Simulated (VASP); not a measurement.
# La2Ge3Au in VASP: further runs

Runs on La2Ge3Au. Level: PBE. Tasks: single point.

All numbers are computed with VASP 6.6.1; they aren't measurements. Logs are shortened: lines on timing, memory, paths and dates and some standing lists are left out, and cuts for length are marked.

## 1. The cell of the first run

The cell holds a disordered packing, 12 atoms: a = 6.679 Å, b = 6.540 Å, c = 6.782 Å, α = 95.23°, β = 98.74°, γ = 80.74°.

## 2. Single point, PBE

INCAR

```
SYSTEM = La2Ge3Au
ALGO = Normal ; EDIFF = 1E-6
ENCUT = 520 ; GGA = PE
ISIF = 2 ; ISMEAR = 0
LASPH = .TRUE. ; LCHARG = .TRUE.
LELF = .TRUE. ; LREAL = .FALSE.
LVHAR = .TRUE. ; LWAVE = .FALSE.
NBANDS = 87 ; NELM = 60
PREC = Accurate ; SIGMA = 0.1
```

KPOINTS

```
k-points
0
G
  2 3 2
  0 0 0
```

POSCAR

```
La2Ge3Au
1.0
    6.6356520000      0.7307440000      0.2115800000
    0.3350600000      6.5286750000      0.1718730000
   -1.1681470000     -0.7344990000      6.6405740000
La Au Ge
4 2 6
Direct
    0.7520519942      0.1659720807      0.4512984449
    0.9424197542      0.6307452038      0.4599121639
    0.4778509695      0.8120212900      0.1283893164
    0.9444344967      0.8824270708      0.0176370539
    0.3797646627      0.2421240267      0.9476566047
    0.3477540352      0.4533380682      0.3099705880
    0.0389510210      0.3112448488      0.1234905532
    0.2232842080      0.9044507925      0.7215038724
    0.4103572149      0.5324578737      0.6833480793
    0.7017773351      0.4166950068      0.9478336256
    0.2487322248      0.1136458889      0.4186644974
    0.5510697413      0.8304211425      0.5631670833
```

Potentials or basis: VASP PAW PBE potentials, release 64 (La, Au, Ge_d).

The run is started by

```
cat potpaw_PBE.64/La/POTCAR potpaw_PBE.64/Au/POTCAR potpaw_PBE.64/Ge_d/POTCAR > POTCAR
mpirun -np 1 vasp_std > vasp.out
```

OUTCAR:

```text
SYSTEM = La2Ge3Au
   EDIFF = 1E-6
   ENCUT = 520
   GGA = PE
   ISIF = 2
   ISMEAR = 0
   LASPH = .TRUE.
   LREAL = .FALSE.
   NELM = 60
   PREC = Accurate

 ion  position               nearest neighbor table
   1  0.752  0.166  0.451-  12 2.96   6 3.11   2 3.47   2 3.53   3 3.57   4 3.62
   2  0.942  0.631  0.460-  12 2.88   7 3.02   6 3.05   8 3.06   9 3.25   1 3.47   1 3.53   4 3.55
                             3 3.64
   3  0.478  0.812  0.128-  12 2.91  10 3.03   6 3.05  11 3.06   8 3.07   5 3.10   4 3.42   4 3.49
                             1 3.57   2 3.64
   4  0.944  0.882  0.018-   8 2.97   7 2.97   3 3.42   3 3.49   2 3.55   1 3.62
   5  0.380  0.242  0.948-  10 2.59   7 2.68   6 2.73   9 2.78   8 2.82   3 3.10
   6  0.348  0.453  0.310-   7 2.52   9 2.52  11 2.61   5 2.73   3 3.05   2 3.05   1 3.11  12 3.24

   7  0.039  0.311  0.123-  10 2.41   6 2.52  11 2.58   5 2.68   4 2.97   2 3.02
   8  0.223  0.904  0.722-  12 2.54   9 2.56  11 2.61   5 2.82   4 2.97   2 3.06   3 3.07
   9  0.410  0.532  0.683-  10 2.51   6 2.52  12 2.54   8 2.56   5 2.78   2 3.25
  10  0.702  0.417  0.948-   7 2.41   9 2.51   5 2.59   3 3.03
  11  0.249  0.114  0.419-   7 2.58   8 2.61   6 2.61  12 2.64   3 3.06
  12  0.551  0.830  0.563-   9 2.54   8 2.54  11 2.64   2 2.88   3 2.91   1 2.96   6 3.24

  LATTYP: Found a triclinic cell.
 ALAT       =     6.5395261898
 B/A-ratio  =     1.3734907642
 C/A-ratio  =     1.0213460099
 COS(alpha) =     0.0024563640
 COS(beta)  =     0.1609609531
 COS(gamma) =     0.6592003282

  Lattice vectors:

 A1 = (   0.3350600000,   6.5286750000,   0.1718730000)
 A2 = (  -0.8330870000,   5.7941760000,   6.8124470000)
 A3 = (   6.6356520000,   0.7307440000,   0.2115800000)

Analysis of symmetry for initial positions (statically):
=====================================================================
 Subroutine PRICEL returns:
 Original cell was already a primitive cell.

 Routine SETGRP: Setting up the symmetry group for a
 triclinic supercell.

 Subroutine GETGRP returns: Found  1 space group operations
 (whereof  1 operations were pure point group operations)
 out of a pool of  2 trial point group operations.

The static configuration has the point symmetry C_1 .

Analysis of symmetry for dynamics (positions and initial velocities):
=====================================================================
 Subroutine PRICEL returns:
 Original cell was already a primitive cell.

 Routine SETGRP: Setting up the symmetry group for a
 triclinic supercell.

 Subroutine GETGRP returns: Found  1 space group operations
 (whereof  1 operations were pure point group operations)
 out of a pool of  2 trial point group operations.

The dynamic configuration has the point symmetry C_1 .

 Subroutine INISYM returns: Found  1 space group operations
 (whereof  1 operations are pure point group operations),
 and found     1 'primitive' translations

----------------------------------------------------------------------------------------

                                     Primitive cell

  volume of cell :     288.3097

  direct lattice vectors                    reciprocal lattice vectors
     6.635652000  0.730744000  0.211580000     0.150811423 -0.008413744  0.025598694
     0.335060000  6.528675000  0.171873000    -0.017370091  0.153694797  0.013944255
    -1.168147000 -0.734499000  6.640574000    -0.004355532 -0.003709891  0.149412865

  length of vectors
     6.679118980  6.539526190  6.782424290     0.153199770  0.155300525  0.149522367

  position of ions in fractional coordinates (direct lattice)
     0.752051994  0.165972081  0.451298445
     0.942419754  0.630745204  0.459912164
     0.477850969  0.812021290  0.128389316
     0.944434497  0.882427071  0.017637054
     0.379764663  0.242124027  0.947656605
     0.347754035  0.453338068  0.309970588
     0.038951021  0.311244849  0.123490553
     0.223284208  0.904450793  0.721503872
     0.410357215  0.532457874  0.683348079
     0.701777335  0.416695007  0.947833626
     0.248732225  0.113645889  0.418664497
     0.551069741  0.830421143  0.563167083

  ion indices of the primitive-cell ions
   primitive index   ion index
                 1           1
                 2           2
                 3           3
                 4           4
                 5           5
                 6           6
                 7           7
                 8           8
                 9           9
                10          10
                11          11
                12          12

----------------------------------------------------------------------------------------

 KPOINTS: k-points

Automatic generation of k-mesh.
 Grid dimensions read from file:
 generate k-points for:    2    3    2

 Generating k-lattice:

  Cartesian coordinates                     Fractional coordinates (reciprocal lattice)
     0.075405712 -0.004206872  0.012799347     0.500000000  0.000000000 -0.000000000
    -0.005790030  0.051231599  0.004648085     0.000000000  0.333333333  0.000000000
    -0.002177766 -0.001854946  0.074706433     0.000000000  0.000000000  0.500000000

  Length of vectors
     0.076599885  0.051766842  0.074761183

  Shift w.r.t. Gamma in fractional coordinates (k-lattice)
     0.000000000  0.000000000  0.000000000

 Subroutine IBZKPT returns following result:
 ===========================================

 Found      8 irreducible k-points:

 Following reciprocal coordinates:
            Coordinates               Weight
  0.000000  0.000000  0.000000      1.000000
  0.500000  0.000000  0.000000      1.000000
  0.000000  0.333333  0.000000      2.000000
  0.500000  0.333333  0.000000      2.000000
  0.000000 -0.000000  0.500000      1.000000
  0.500000  0.000000  0.500000      1.000000
  0.000000  0.333333  0.500000      2.000000
  0.500000  0.333333  0.500000      2.000000
   k-points           NKPTS =      8   k-points in BZ     NKDIM =      8   number of bands    NBANDS=     87
   number of dos      NEDOS =    301   number of ions     NIONS =     12
   total plane-waves  NPLWV = 125000
   dimension x,y,z NGX =    50 NGY =   50 NGZ =   50
   dimension x,y,z NGXF=   100 NGYF=  100 NGZF=  100
   ions per type =               4   2   6
   NGX,Y,Z   is equivalent  to a cutoff of  12.45, 12.71, 12.26 a.u.
   NGXF,Y,Z  is equivalent  to a cutoff of  24.89, 25.42, 24.51 a.u.
 SYSTEM =  La2Ge3Au
   PREC   = accura    normal or accurate (medium, high low for compatibility)
   ISTART =      0    job   : 0-new  1-cont  2-samecut
   ICHARG =      2    charge: 1-file 2-atom 10-const
   ISPIN  =      1    spin polarized calculation?
   LNONCOLLINEAR =      F non collinear calculations
   LSORBIT =      F    spin-orbit coupling
   LASPH  =      T    aspherical Exc in radial PAW
   ENCUT  =  520.0 eV  38.22 Ry    6.18 a.u.  12.42 12.16 12.61*2*pi/ulx,y,z
   NELM   =     60;   NELMIN=  2; NELMDL= -5     # of ELM steps
   EDIFF  = 0.1E-05   stopping-criterion for ELM
   LREAL  =      F    real-space projection
   EDIFFG = 0.1E-04   stopping-criterion for IOM
   NSW    =      0    number of steps for IOM
   IBRION =     -1    ionic relax: 0-MD 1-quasi-New 2-CG
   NFREE  =      0    steps in history (QN), initial steepest desc. (CG)
   ISIF   =      2    stress and relaxation
   ISYM   =      2    0-nonsym 1-usesym 2-fastsym
   POTIM  = 0.5000    time-step for ionic-motion
   TEBEG  =    0.0;   TEEND  =   0.0 temperature during run
   PSTRESS=    0.0 pullay stress
   NELECT =     150.0000    total number of electrons
   NUPDOWN=      -1.0000    fix difference up-down
   EMIN   =  10.00;   EMAX   =-10.00  energy-range for DOS
   EFERMI =   0.00;   METHOD = LEGACY
   ISMEAR =     0;   SIGMA  =   0.10  broadening in eV -4-tet -1-fermi 0-gaus
   EFERMI_NEDOS =   21; number of points for ismear=-14 and -15
   IALGO  =     38    algorithm
   IMIX   =      4    mixing-type and parameters
     AMIX     =   0.40;   BMIX     =  1.00
     AMIX_MAG =   1.60;   BMIX_MAG =  1.00
  volume/ion in A,a.u.               =      24.03       162.13
  Fermi-wavevector in a.u.,A,eV,Ry     =   1.316696  2.488195 23.588262  1.733688
  Thomas-Fermi vector in A             =   2.446790
   LORBIT       =      0    0 simple, 1 ext, 2 COOP (PROOUT), +10 PAW based schemes
   GGA     = PE    functional components
   LHFCALC =     F    Hartree Fock is set to
   AEXX    =    0.0000 exact exchange contribution
   IVDW    =     0    specifies the selected vdW correction
   LEPSILON=     F    determine dielectric tensor
   LRPA    =     F    only Hartree local field effects (RPA)
 non-spin polarized calculation
 Gauss-broadening in eV      SIGMA  =   0.10
  energy-cutoff  :      520.00
  volume of cell :      288.31
 maximum number of plane-waves:      7784
 NGX is ok and might be reduce to    50
   NGX = 25   NGY = 25   NGZ = 25

 number of electron     150.0000023 magnetization

 Free energy of the ion-electron system (eV)
  ---------------------------------------------------
  ext. energy  EPLUGINS =         0.00000000
  ---------------------------------------------------
  free energy    TOTEN  =       -54.25204692 eV

  energy without entropy =      -54.20827054  energy(sigma->0) =      -54.23015873

 E-fermi :   7.9766     XC(G=0): -10.5677

 val. band max:        7.9747357929   @ k =   0.5000   0.0000   0.0000
 cond. band min:       8.0182759588   @ k =   0.0000  -0.0000   0.5000
 fundamental gap:      0.0435401659
 Fermi energy:         7.9765872939

 k-point     1 :       0.0000    0.0000    0.0000
  band No.  band energies     occupation
      1     -25.0502      2.00000
      2     -24.9546      2.00000
      3     -24.7889      2.00000
      4     -24.4980      2.00000
      5     -16.9228      2.00000
      6     -16.8965      2.00000
[... 709 lines left out ...]
     86       9.5896      0.00000
     87       9.6471      0.00000

------------------------ aborting loop because EDIFF is reached ----------------------------------------

  FORCE on cell =-STRESS in cart. coord.  units (eV):
  Direction    XX          YY          ZZ          XY          YZ          ZX
  --------------------------------------------------------------------------------------
  -------------------------------------------------------------------------------------
  Total       13.6229371     12.8160162     15.2375702     -0.6392899      0.3480588      0.0545032
  in kB       75.7045776     71.2204046     84.6773207     -3.5526239      1.9342115      0.3028817
  external PRESSURE =      77.2007676 kB  Pullay stress =       0.0000000 kB

 VOLUME and BASIS-vectors are now :
 -----------------------------------------------------------------------------
  energy-cutoff  :      520.00
  volume of cell :      288.31
      direct lattice vectors                 reciprocal lattice vectors
     6.635652000  0.730744000  0.211580000     0.150811423 -0.008413744  0.025598694
     0.335060000  6.528675000  0.171873000    -0.017370091  0.153694797  0.013944255
    -1.168147000 -0.734499000  6.640574000    -0.004355532 -0.003709891  0.149412865

 POSITION                                       TOTAL-FORCE (eV/Angst)
 -----------------------------------------------------------------------------------
      4.51878      1.30166      3.18453         0.701068      0.638816      0.692346
      5.92766      4.46879      3.36189        -0.056000     -0.373338      0.783902
      3.29295      5.55631      1.09325        -0.358016      0.115943     -1.142120
      6.54200      6.43826      0.46861        -0.078995     -0.251390     -0.803026
      1.49411      1.16221      6.41495         0.088358     -0.591776     -0.394777
      2.09738      2.98614      2.20988         0.856356      0.910023     -0.033323
      0.21850      1.96978      0.88178         0.082699     -0.189596     -0.546611
      0.94186      5.53809      4.99389        -0.764599      1.187791      0.275131
      2.10314      3.27419      4.71616        -0.184835     -0.540631     -0.125526
      3.68916      2.53710      6.51426         0.168371     -0.355621     -0.360148
      1.19952      0.61621      2.85233        -0.757708     -0.922585      0.256035
      3.27709      5.41060      3.99907         0.303303      0.372363      1.398118
 -----------------------------------------------------------------------------------
    total drift:                                0.000890     -0.001413      0.002095

  FREE ENERGIE OF THE ION-ELECTRON SYSTEM (eV)
  ---------------------------------------------------
  free  energy   TOTEN  =       -54.2520469223 eV

  energy  without entropy=      -54.2082705353  energy(sigma->0) =      -54.23015873
```

It took 7.6 min on 1 thread of Intel Xeon Platinum 8259CL at 2.50GHz (Skylake/Cascade Lake), shared host; peak memory 0.44 GiB.

Results:

| Property | Result |
| --- | --- |
| Free energy | -54.2520 eV |
| Pressure | 7.7 GPa |
| Largest force | 1.478 eV/Å |
| Band gap on the k mesh | 0.04 eV (least direct gap 0.11 eV) |

Forces in eV/Å, atoms in the order of the input:
```
La   0.701  0.639  0.692
La  -0.056 -0.373  0.784
La  -0.358  0.116 -1.142
La  -0.079 -0.251 -0.803
Au   0.088 -0.592 -0.395
Au   0.856  0.910 -0.033
Ge   0.083 -0.190 -0.547
Ge  -0.765  1.188  0.275
Ge  -0.185 -0.541 -0.126
Ge   0.168 -0.356 -0.360
Ge  -0.758 -0.923  0.256
Ge   0.303  0.372  1.398
```

Stress tensor (GPa, compression positive):
```
 7.57 -0.36  0.03
-0.36  7.12  0.19
 0.03  0.19  8.47
```

Levels at points of the mesh, in eV from the valence-band top:
```csv
k point,band 72,band 73,band 74,band 75,band 76,band 77,band 78,band 79
"(0.00, 0.00, 0.00)",-0.96,-0.75,-0.48,-0.16,0.16,0.39,0.63,0.80
"(0.50, 0.00, 0.00)",-0.85,-0.72,-0.46,0.00,0.11,0.37,0.52,0.82
"(0.00, 0.00, 0.50)",-1.03,-0.73,-0.36,-0.11,0.04,0.20,0.46,0.75
"(0.50, 0.00, 0.50)",-0.85,-0.54,-0.31,-0.08,0.17,0.35,0.43,0.51
```

Caveat: the k points lie up to 0.48 Å⁻¹ apart; spin-orbit coupling is left out, which moves the levels of the heavy elements.

## 3. Single point, PBE

INCAR

```
  ALGO = Normal
  EDIFF = 1E-7
  ENCUT = 520
  GGA = PE
  ISIF = 2
  ISMEAR = 0
  LASPH = True
  LCHARG = False
  LREAL = False
  LWAVE = False
  NBANDS = 87
  NELM = 80
  PREC = Accurate
  SIGMA = 0.1
```

KPOINTS

```
k-points
0
Gamma
  2 3 2
```

POSCAR

```
La2Ge3Au
1.0
    6.6356520000      0.7307440000      0.2115800000
    0.3350600000      6.5286750000      0.1718730000
   -1.1681470000     -0.7344990000      6.6405740000
La Au Ge
4 2 6
Direct
    0.7571335096      0.1733880327      0.4618561544
    0.9419889422      0.6310337228      0.4629725263
    0.4807508870      0.8038156784      0.1249928869
    0.9407383991      0.8858495418      0.0137177827
    0.3807678533      0.2351914572      0.9433360845
    0.3422473476      0.4603472460      0.3099183962
    0.0432045266      0.3062944838      0.1186299610
    0.2151002986      0.9268248796      0.7234600362
    0.4058943292      0.5327437191      0.6777782488
    0.7091789362      0.4089869002      0.9500677374
    0.2401699739      0.1193008301      0.4171198522
    0.5589672426      0.8286324511      0.5649645897
```

Potentials or basis: VASP PAW PBE potentials, release 64 (La, Au, Ge_d).

The run is started by

```
cat potpaw_PBE.64/La/POTCAR potpaw_PBE.64/Au/POTCAR potpaw_PBE.64/Ge_d/POTCAR > POTCAR
mpirun -np 1 vasp_std > vasp.out
```

It took 7.6 min on 1 thread of Intel Xeon Platinum 8259CL at 2.50GHz (Skylake/Cascade Lake), shared host; peak memory 0.44 GiB.

Results (log left out):

```
Free energy            : -54.5838 eV
Pressure               : 7.0 GPa
Largest force          : 1.578 eV/Å
Band gap on the k mesh : 0.07 eV (least direct gap 0.13 eV)
```

Forces on the atoms (eV/Å):
```
La   0.402  0.446  0.529
La   0.154 -0.262  0.595
La  -0.471  0.256 -0.936
La  -0.269 -0.416 -0.663
Au   0.266 -0.332 -0.142
Au   0.886  0.619 -0.450
Ge   0.216 -0.022 -0.377
Ge  -0.251  0.661 -0.011
Ge  -0.027 -0.182  0.400
Ge  -0.303 -0.205 -0.552
Ge  -0.303 -1.131  0.166
Ge  -0.301  0.569  1.440
```

Stress tensor (GPa, compression positive):
```
7.20 0.15 0.24
0.15 6.36 0.12
0.24 0.12 7.58
```

Levels at points of the mesh, in eV from the valence-band top:
| k point | band 71 | band 72 | band 73 | band 74 | band 75 | band 76 | band 77 | band 78 | band 79 | band 80 |
| --- | --- | --- | --- | --- | --- | --- | --- | --- | --- | --- |
| (0.00, 0.00, 0.00) | -1.17 | -0.93 | -0.74 | -0.39 | -0.13 | 0.15 | 0.39 | 0.78 | 0.83 | 0.96 |
| (0.50, 0.00, 0.00) | -1.10 | -0.86 | -0.67 | -0.47 | -0.04 | 0.09 | 0.35 | 0.47 | 0.86 | 1.08 |
| (0.00, 0.00, 0.50) | -1.31 | -0.98 | -0.71 | -0.31 | -0.16 | 0.08 | 0.16 | 0.53 | 0.73 | 0.98 |
| (0.50, 0.00, 0.50) | -1.37 | -0.81 | -0.53 | -0.31 | -0.10 | 0.25 | 0.38 | 0.45 | 0.58 | 0.82 |

Caveat: the k points lie up to 0.48 Å⁻¹ apart; spin-orbit coupling is left out, which moves the levels of the heavy elements.

[end of part 1 of 2]
